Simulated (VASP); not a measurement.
# TiAl: single point with PBEsol

The system is TiAl.

```xyz
2
Lattice="3.4536 0.0000 0.0000 0.0000 3.4536 0.0000 0.0000 0.0000 2.6938" Properties=species:S:1:pos:R:3 pbc="T T T"
Ti    0.0000    0.0000    0.0000
Al    1.7268    1.7268    1.3469
```

This cell differs from its parent crystal: ratio of the length along z to the lengths across it x 0.78, volume and fractional coordinates fixed.

- Program: VASP 6.6.1
- Task: single point
- Functional: PBEsol
- Potentials or basis: VASP PAW PBE potentials, release 64 (Ti_sv, Al)
- Cutoff: 520 eV
- k mesh: 16 × 16 × 16
- Occupations: gaussian, width 0.15 eV
- Spin: no spin polarisation
- Dipole correction: no
- Further INCAR settings: ALGO = Fast; EDIFF = 1e-07; NBANDS = 14

```json
{
 "Pressure": "-0.3 GPa",
 "Band gap on the k mesh": "zero (an odd number of electrons rules out a gap without spin polarisation)"
}
```

Stress tensor (GPa, compression positive):
```
-2.75  0.00  0.00
 0.00 -2.75  0.00
 0.00  0.00  4.65
```

Levels at points of the mesh, in eV from the Fermi level:
```tsv
k point	band 5	band 6	band 7	band 8	band 9	band 10	band 11	band 12
(0.00, 0.00, 0.00)	-9.15	-1.60	-1.25	1.12	2.46	2.46	2.72	2.72
(0.50, 0.00, 0.00)	-6.66	-5.21	-0.80	-0.74	2.18	2.25	2.80	5.69
(0.50, 0.50, 0.00)	-5.91	-2.71	-2.71	-1.71	2.23	2.32	2.32	3.06
(0.00, 0.00, 0.50)	-4.49	-4.01	-0.49	-0.49	0.18	1.79	5.70	6.92
(0.50, 0.00, 0.50)	-4.12	-2.09	-0.89	-0.51	-0.06	0.69	2.80	4.88
(0.50, 0.50, 0.50)	-2.81	-2.76	-2.76	1.23	2.53	2.97	2.97	3.42
```

Run time: 4.8 min on 1 thread of AMD EPYC 9R45 96-Core Processor (Zen 5), on a shared host, peak memory 0.27 GiB.

Caveat: the PAW data sets were made with another functional, which shifts forces and pressure a little.
